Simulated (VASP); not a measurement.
Wanted: the native input for a VASP 6.6.1 run.

```
Task                   : relaxation of cell and atoms
Functional             : PBEsol
Potentials or basis    : VASP PAW PBE potentials, release 64 (Tc_pv)
Cutoff                 : 600 eV
k mesh                 : 11 × 11 × 6
Occupations            : fermi-dirac, width 0.05 eV
Spin                   : no spin polarisation
Dipole correction      : no
Further INCAR settings : ALGO = Fast; EDIFF = 1e-06; IBRION = 2; EDIFFG = -0.01; NSW = 60; ISIF = 3
```

The structure of Tc lies in POSCAR:

```
Tc
1.0
    2.7400000000      0.0000000000      0.0000000000
   -1.3700000000      2.3729096064      0.0000000000
    0.0000000000      0.0000000000      4.3980000000
Tc
2
Direct
    0.6666666667      0.3333333333      0.7500000000
    0.3333333333      0.6666666667      0.2500000000
```

One way to write it, as run:

INCAR

```
PREC     = Accurate       # precision mode
ENCUT    = 600            # plane-wave cutoff, eV
EDIFF    = 1E-6           # SCF threshold, eV
ISMEAR   = -1             # smearing method
SIGMA    = 0.05           # smearing width, eV
LREAL    = F              # projectors in reciprocal space
LASPH    = T              # aspherical terms in the spheres
NELM     = 60             # most SCF steps
ALGO     = Fast           # electronic algorithm
ISIF     = 3              # what is computed and relaxed
LWAVE    = F              # write WAVECAR
LCHARG   = F              # write CHGCAR
GGA      = PS             # functional
IBRION   = 2              # ionic algorithm
NSW      = 60             # ionic steps
EDIFFG   = -0.01          # ionic threshold
```

KPOINTS

```
Automatic mesh
0
Gamma
  11 11 6
```

Potentials or basis: VASP PAW PBE potentials, release 64 (Tc_pv).

Command:

```bash
$ cat potpaw_PBE.64/Tc_pv/POTCAR > POTCAR
$ mpirun -np 1 vasp_std > vasp.out
```

It gave:

```
Relaxed volume                         : 13.98 Å³/atom
Relaxed cell                           : a = 2.719 Å, b = 2.719 Å, c = 4.364 Å, α = 90.00°, β = 90.00°, γ = 120.00°
Space group after relaxing (to 0.05 Å) : P6_3/mmc (No. 194)
Energy gained by relaxing              : 7.3 meV/atom
Ionic steps                            : 4
Pressure after relaxing                : 0.0 GPa
Band gap on the k mesh                 : zero (band 13 reaches 14.40 eV, above the bottom of band 14 at 11.17 eV)
```

Caveat: the PAW data sets were made with another functional, which shifts forces and pressure a little.

Wall time 72 s on 1 thread of Intel Xeon 6975P-C, with other jobs on the host, peak memory 0.18 GiB.
